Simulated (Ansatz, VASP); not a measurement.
SbAs in VASP and in Ansatz

```
Sb As
1.0
     1.97166    1.13834    3.53859
    -1.97166    1.13834    3.53859
     0.00000   -2.27668    3.53859
Sb As
1 1
Direct
  0.50000 0.50000 0.50000
  0.00000 0.00000 0.00000
```

Change from the starting cell: volume scaled by 0.94.

Alike in both runs: task single point; functional PBEsol; k mesh 11 × 11 × 11; occupations fermi-dirac, width 0.05 eV; no spin polarisation.

```csv
,VASP,Ansatz
version,VASP 6.6.1,Ansatz 0.2.0
potentials or method,"VASP PAW PBE potentials, release 64 (Sb, As), cutoff 520 eV","all-electron LAPW, scalar-relativistic"
```

|  | VASP | Ansatz | Ansatz less VASP |
| --- | --- | --- | --- |
| pressure (GPa) | 0.2 | 0.0 | -0.13 |
| traceless stress, the component that is largest in VASP (GPa) | -2.43 | -2.46 | -0.029 |

VASP's potentials were made for PBE, not for PBEsol. Ansatz ran all-electron here, and VASP with PAW potentials.

Spin-orbit coupling is off throughout.
